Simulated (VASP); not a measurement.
# LiBr (Fm-3m) in VASP: further runs

LiBr is run at these levels: PBEsol; tasks: single point.

Everything below comes from runs of VASP 6.6.1. Logs are shortened: lines on timing, memory, paths and dates and some standing lists are left out, and cuts for length are marked.

## 1. The cell of the first run

Symmetry: Fm-3m, No. 225, cubic system. Conventional cell: a = 4.947 Å, b = 4.947 Å, c = 4.947 Å, α = 90.00°, β = 90.00°, γ = 90.00°. Li (site symmetry m-3m) has 6 Br at 2.47 Å within 3.3 Å. Within 3.3 Å of Br (site symmetry m-3m) lie 6 Li at 2.47 Å.

## 2. Single point, PBEsol (15.14 Å³/atom)

INCAR

```
ALGO     = Normal         # electronic algorithm
EDIFF    = 1E-6           # SCF threshold, eV
ENCUT    = 750            # plane-wave cutoff, eV
GGA      = PS             # functional
GGA_COMPAT= F            
ISIF     = 2              # what is computed and relaxed
ISMEAR   = -1             # smearing method
LASPH    = T              # aspherical terms in the spheres
LCHARG   = T              # write CHGCAR
LELF     = T              # ELF
LREAL    = F              # projectors in reciprocal space
LVHAR    = T            
LWAVE    = F              # write WAVECAR
NBANDS   = 12             # bands
NELM     = 120            # most SCF steps
PREC     = Accurate       # precision mode
SIGMA    = 0.03           # smearing width, eV
```

KPOINTS

```
k-points
0
Gamma
  9 9 9
```

POSCAR

```
LiBr
1.0
    0.0000000000      2.4737285602      2.4737285602
    2.4737285602      0.0000000000      2.4737285602
    2.4737285602      2.4737285602      0.0000000000
Li Br
1 1
Direct
    0.0000000000      0.0000000000      0.0000000000
    0.5000000000      0.5000000000      0.5000000000
```

Potentials or basis: VASP PAW PBE potentials, release 64 (Li_sv, Br).

Launch:

```sh
> cat potpaw_PBE.64/Li_sv/POTCAR potpaw_PBE.64/Br/POTCAR > POTCAR
> mpirun -np 1 vasp_std > vasp.out
```

OUTCAR:

```text
EDIFF = 1E-6
   ENCUT = 750
   GGA = PS
   ISIF = 2
   ISMEAR = -1
   LASPH = T
   LREAL = F
   NELM = 120
   PREC = Accurate

 ion  position               nearest neighbor table
   1  0.000  0.000  0.000-   2 2.47   2 2.47   2 2.47   2 2.47   2 2.47   2 2.47
   2  0.500  0.500  0.500-   1 2.47   1 2.47   1 2.47   1 2.47   1 2.47   1 2.47

  LATTYP: Found a face centered cubic cell.
 ALAT       =     4.9474571204

  Lattice vectors:

 A1 = (   0.0000000000,   2.4737285602,   2.4737285602)
 A2 = (   2.4737285602,   0.0000000000,   2.4737285602)
 A3 = (   2.4737285602,   2.4737285602,   0.0000000000)

Analysis of symmetry for initial positions (statically):
=====================================================================
 Subroutine PRICEL returns:
 Original cell was already a primitive cell.

 Routine SETGRP: Setting up the symmetry group for a
 face centered cubic supercell.

 Subroutine GETGRP returns: Found 48 space group operations
 (whereof 48 operations were pure point group operations)
 out of a pool of 48 trial point group operations.

The static configuration has the point symmetry O_h .

Analysis of symmetry for dynamics (positions and initial velocities):
=====================================================================
 Subroutine PRICEL returns:
 Original cell was already a primitive cell.

 Routine SETGRP: Setting up the symmetry group for a
 face centered cubic supercell.

 Subroutine GETGRP returns: Found 48 space group operations
 (whereof 48 operations were pure point group operations)
 out of a pool of 48 trial point group operations.

The dynamic configuration has the point symmetry O_h .

 Subroutine INISYM returns: Found 48 space group operations
 (whereof 48 operations are pure point group operations),
 and found     1 'primitive' translations

----------------------------------------------------------------------------------------

                                     Primitive cell

  volume of cell :      30.2751

  direct lattice vectors                    reciprocal lattice vectors
     0.000000000  2.473728560  2.473728560    -0.202124036  0.202124036  0.202124036
     2.473728560  0.000000000  2.473728560     0.202124036 -0.202124036  0.202124036
     2.473728560  2.473728560  0.000000000     0.202124036  0.202124036 -0.202124036

  length of vectors
     3.498380479  3.498380479  3.498380479     0.350089099  0.350089099  0.350089099

[... 88 lines left out ...]
   POTIM  = 0.5000    time-step for ionic-motion
   TEBEG  =    0.0;   TEEND  =   0.0 temperature during run
   PSTRESS=    0.0 pullay stress
   NELECT =      10.0000    total number of electrons
   NUPDOWN=      -1.0000    fix difference up-down
   EMIN   =  10.00;   EMAX   =-10.00  energy-range for DOS
   EFERMI =   0.00;   METHOD = LEGACY
   ISMEAR =    -1;   SIGMA  =   0.03  broadening in eV -4-tet -1-fermi 0-gaus
   EFERMI_NEDOS =   21; number of points for ismear=-14 and -15
   IALGO  =     38    algorithm
   IMIX   =      4    mixing-type and parameters
     AMIX     =   0.40;   BMIX     =  1.00
     AMIX_MAG =   1.60;   BMIX_MAG =  1.00
  volume/ion in A,a.u.               =      15.14       102.15
  Fermi-wavevector in a.u.,A,eV,Ry     =   1.131652  2.138512 17.424105  1.280636
  Thomas-Fermi vector in A             =   2.268351
   LORBIT       =      0    0 simple, 1 ext, 2 COOP (PROOUT), +10 PAW based schemes
   GGA     = PS    functional components
   LHFCALC =     F    Hartree Fock is set to
   AEXX    =    0.0000 exact exchange contribution
   IVDW    =     0    specifies the selected vdW correction
   LEPSILON=     F    determine dielectric tensor
   LRPA    =     F    only Hartree local field effects (RPA)
 non-spin polarized calculation
  energy-cutoff  :      750.00
  volume of cell :       30.28
 maximum number of plane-waves:      1424
   NGX = 15   NGY = 15   NGZ = 15

 number of electron      10.0000000 magnetization

 number of electron       9.9999999 magnetization

 Free energy of the ion-electron system (eV)
  ---------------------------------------------------
  ext. energy  EPLUGINS =         0.00000000
  ---------------------------------------------------
  free energy    TOTEN  =        -6.61301405 eV

  energy without entropy =       -6.61301405  energy(sigma->0) =       -6.61301405

 E-fermi :   3.5725     XC(G=0):  -9.9717

 val. band max:        2.9658267184   @ k =  -0.1111   0.1111   0.0000
 cond. band min:       8.5681362616   @ k =   0.4444   0.0000   0.0000
 fundamental gap:      5.6023095432
 Fermi energy:         3.5724686053

 k-point     1 :       0.0000    0.0000    0.0000
  band No.  band energies     occupation
      1     -40.5519      2.00000
      2     -11.9436      2.00000
      3       2.9538      2.00000
      4       2.9538      2.00000
      5       2.9538      2.00000
      6       9.5373      0.00000
      7      13.4533      0.00000
      8      13.4533      0.00000
      9      13.4533      0.00000
     10      16.4027      0.00000
     11      16.4027      0.00000
     12      16.4027      0.00000
[... 331 lines left out ...]
 k-point    24 :       0.4444    0.4444    0.0000
  band No.  band energies     occupation
      1     -40.5438      2.00000
      2     -10.5308      2.00000
      3      -1.6642      2.00000
      4       1.0339      2.00000
      5       1.0339      2.00000
      6       9.1938      0.00000
      7       9.5815      0.00000
      8      17.0620      0.00000
      9      17.3100      0.00000
     10      17.3100      0.00000
     11      20.1862      0.00000
     12      22.6428      0.00000

 [... further k-points ...]

------------------------ aborting loop because EDIFF is reached ----------------------------------------

  FORCE on cell =-STRESS in cart. coord.  units (eV):
  Direction    XX          YY          ZZ          XY          YZ          ZX
  --------------------------------------------------------------------------------------
  -------------------------------------------------------------------------------------
  Total        2.6489303      2.6489303      2.6489303      0.0000000      0.0000000      0.0000000
  in kB      140.1828811    140.1828811    140.1828811      0.0000000      0.0000000      0.0000000
  external PRESSURE =     140.1828811 kB  Pullay stress =       0.0000000 kB

 VOLUME and BASIS-vectors are now :
 -----------------------------------------------------------------------------
  energy-cutoff  :      750.00
  volume of cell :       30.28
      direct lattice vectors                 reciprocal lattice vectors
     0.000000000  2.473728560  2.473728560    -0.202124036  0.202124036  0.202124036
     2.473728560  0.000000000  2.473728560     0.202124036 -0.202124036  0.202124036
     2.473728560  2.473728560  0.000000000     0.202124036  0.202124036 -0.202124036

 POSITION                                       TOTAL-FORCE (eV/Angst)
 -----------------------------------------------------------------------------------
      0.00000      0.00000      0.00000         0.000000      0.000000      0.000000
      2.47373      2.47373      2.47373         0.000000      0.000000      0.000000
 -----------------------------------------------------------------------------------
    total drift:                                0.000000     -0.000000      0.000000

  FREE ENERGIE OF THE ION-ELECTRON SYSTEM (eV)
  ---------------------------------------------------
  free  energy   TOTEN  =        -6.6130140464 eV

  energy  without entropy=       -6.6130140463  energy(sigma->0) =       -6.61301405
```

OSZICAR:

```text
N       E                     dE             d eps       ncg     rms          rms(c)
DAV:   1     0.491777620902E+02    0.49178E+02   -0.50501E+03   840   0.100E+03
DAV:   2    -0.390849062984E+01   -0.53086E+02   -0.50605E+02  1052   0.168E+02
DAV:   3    -0.657851503191E+01   -0.26700E+01   -0.26620E+01  1136   0.370E+01
DAV:   4    -0.663932858968E+01   -0.60814E-01   -0.60768E-01  1072   0.519E+00
DAV:   5    -0.664022477610E+01   -0.89619E-03   -0.89618E-03  1128   0.555E-01    0.291E+00
DAV:   6    -0.661548501102E+01    0.24740E-01   -0.29609E-02  1044   0.853E-01    0.179E+00
DAV:   7    -0.661275391411E+01    0.27311E-02   -0.23821E-02  1192   0.862E-01    0.413E-01
DAV:   8    -0.661301149168E+01   -0.25758E-03   -0.20987E-03  1008   0.317E-01    0.487E-02
DAV:   9    -0.661300780391E+01    0.36878E-05   -0.35508E-05   980   0.445E-02    0.141E-02
DAV:  10    -0.661301327807E+01   -0.54742E-05   -0.70937E-06  1032   0.219E-02    0.404E-03
DAV:  11    -0.661301404639E+01   -0.76832E-06   -0.97064E-07   636   0.713E-03
   1 F= -.66130140E+01 E0= -.66130140E+01  d E =-.463230E-10
```

It took 25 s on 1 thread of Intel Xeon 8259CL, shared host; peak memory 0.18 GiB.

What came out:

```
Free energy            : -6.6130 eV
Pressure               : 14.0 GPa
Band gap on the k mesh : 5.60 eV (least direct gap 6.06 eV)
```

Levels at points of the mesh, in eV from the valence-band top:
| k point | band 3 | band 4 | band 5 | band 6 | band 7 | band 8 |
| --- | --- | --- | --- | --- | --- | --- |
| (0.00, 0.00, 0.00) | -0.01 | -0.01 | -0.01 | 6.57 | 10.49 | 10.49 |

Caveat: the cell stands under pressure; the PAW data sets were made with another functional, which shifts forces and pressure a little; an odd mesh through Γ misses points on the zone boundary, where band edges can lie.

## 3. Single point, PBEsol (15.14 Å³/atom)

INCAR

```
SYSTEM = LiBr
  PREC = Accurate
  ENCUT = 750
  EDIFF = 1E-6
  ISMEAR = -1
  SIGMA = 0.03
  LREAL = .FALSE.
  LASPH = .TRUE.
  NELM = 120
  ALGO = Normal
  ISIF = 2
  LWAVE = .FALSE.
  LCHARG = .FALSE.
  GGA = PS
  NBANDS = 12
  GGA_COMPAT = .FALSE.
```

KPOINTS

```
Automatic mesh
0
G
  9 9 9
  0 0 0
```

POSCAR is that of step 2.

Potentials or basis: VASP PAW PBE potentials, release 64 (Li_sv, Br).

Launch:

```sh
> cat potpaw_PBE.64/Li_sv/POTCAR potpaw_PBE.64/Br/POTCAR > POTCAR
> mpirun -np 1 vasp_std > vasp.out
```

OUTCAR:

```text
SYSTEM = LiBr
   PREC = Accurate
   ENCUT = 750
   EDIFF = 1E-6
   ISMEAR = -1
   LREAL = .FALSE.
   LASPH = .TRUE.
   NELM = 120
   ISIF = 2
   GGA = PS

 ion  position               nearest neighbor table
   1  0.000  0.000  0.000-   2 2.47   2 2.47   2 2.47   2 2.47   2 2.47   2 2.47
   2  0.500  0.500  0.500-   1 2.47   1 2.47   1 2.47   1 2.47   1 2.47   1 2.47

  LATTYP: Found a face centered cubic cell.
 ALAT       =     4.9474571204

  Lattice vectors:

[... 546 lines left out ...]
 [... further k-points ...]

------------------------ aborting loop because EDIFF is reached ----------------------------------------

  FORCE on cell =-STRESS in cart. coord.  units (eV):
  Direction    XX          YY          ZZ          XY          YZ          ZX
  --------------------------------------------------------------------------------------
  -------------------------------------------------------------------------------------
  Total        2.6489303      2.6489303      2.6489303      0.0000000      0.0000000      0.0000000
  in kB      140.1828811    140.1828811    140.1828811      0.0000000      0.0000000      0.0000000
  external PRESSURE =     140.1828811 kB  Pullay stress =       0.0000000 kB

 VOLUME and BASIS-vectors are now :
 -----------------------------------------------------------------------------
  energy-cutoff  :      750.00
  volume of cell :       30.28
      direct lattice vectors                 reciprocal lattice vectors
     0.000000000  2.473728560  2.473728560    -0.202124036  0.202124036  0.202124036
     2.473728560  0.000000000  2.473728560     0.202124036 -0.202124036  0.202124036
     2.473728560  2.473728560  0.000000000     0.202124036  0.202124036 -0.202124036

 POSITION                                       TOTAL-FORCE (eV/Angst)
 -----------------------------------------------------------------------------------
      0.00000      0.00000      0.00000         0.000000      0.000000      0.000000
      2.47373      2.47373      2.47373         0.000000      0.000000      0.000000
 -----------------------------------------------------------------------------------
    total drift:                                0.000000     -0.000000      0.000000

  FREE ENERGIE OF THE ION-ELECTRON SYSTEM (eV)
  ---------------------------------------------------
  free  energy   TOTEN  =        -6.6130140464 eV

  energy  without entropy=       -6.6130140463  energy(sigma->0) =       -6.61301405
```

stdout:

```text
POSCAR found type information on POSCAR LiBr
 POSCAR found :  2 types and       2 ions
 scaLAPACK will be used
 -----------------------------------------------------------------------------
|                                                                             |
|                                                                             |
|     You enforced a specific xc type in the INCAR file but a different       |
|     I HOPE YOU KNOW WHAT YOU ARE DOING!                                     |
|                                                                             |
 -----------------------------------------------------------------------------

 LDA part: xc-table for (Slater+PW92), standard interpolation
 POSCAR, INCAR and KPOINTS ok, starting setup
 FFT: planning ... GRIDC
 FFT: planning ... GRID_SOFT
 FFT: planning ... GRID
 WAVECAR not read
 entering main loop
```

Run time: 23 s. Hardware: 1 thread of Intel Xeon 8259CL, shared host; peak memory 0.18 GiB.

Results:

```
Free energy            : -6.6130 eV
Pressure               : 14.0 GPa
Band gap on the k mesh : 5.60 eV (least direct gap 6.06 eV)
```

Caveat: the cell stands under pressure; the PAW data sets were made with another functional, which shifts forces and pressure a little; an odd mesh through Γ misses points on the zone boundary, where band edges can lie.

## 4. Single point, PBEsol

This run uses another cell than the first one, of 20.18 Å³/atom.

INCAR

```
SYSTEM = LiBr
PREC = Accurate
ENCUT = 750
EDIFF = 1E-6
ISMEAR = -1
SIGMA = 0.03
LREAL = .FALSE.
LASPH = .TRUE.
NELM = 120
ALGO = Normal
ISIF = 2
LWAVE = .FALSE.
LCHARG = .TRUE.
GGA = PS
LELF = .TRUE.
LVHAR = .TRUE.
NBANDS = 12
GGA_COMPAT = .FALSE.
```

KPOINTS is that of step 3.

POSCAR

```
LiBr
1.0
    0.0000000000      2.7226905798      2.7226905798
    2.7226905798      0.0000000000      2.7226905798
    2.7226905798      2.7226905798      0.0000000000
Li Br
1 1
Direct
    0.0000000000      0.0000000000      0.0000000000
    0.5000000000      0.5000000000      0.5000000000
```

Launch:

```sh
> cat potpaw_PBE.64/Li_sv/POTCAR potpaw_PBE.64/Br/POTCAR > POTCAR
> mpirun -np 1 vasp_std > vasp.out
```

Wall time 32 s (1 thread of Intel Xeon 8259CL, shared host); peak memory 0.21 GiB.

The run converged. Its results:

- Free energy: -6.9341 eV
- Pressure: -0.5 GPa
- Band gap on the k mesh: 4.90 eV

Levels at points of the mesh, in eV from the valence-band top:
| k point | band 3 | band 4 | band 5 | band 6 | band 7 | band 8 |
| --- | --- | --- | --- | --- | --- | --- |
| (0.00, 0.00, 0.00) | 0.00 | 0.00 | 0.00 | 4.90 | 10.41 | 10.41 |

Caveat: the PAW data sets were made with another functional, which shifts forces and pressure a little; an odd mesh through Γ misses points on the zone boundary, where band edges can lie.

(Part 1 of 2 ends here.)
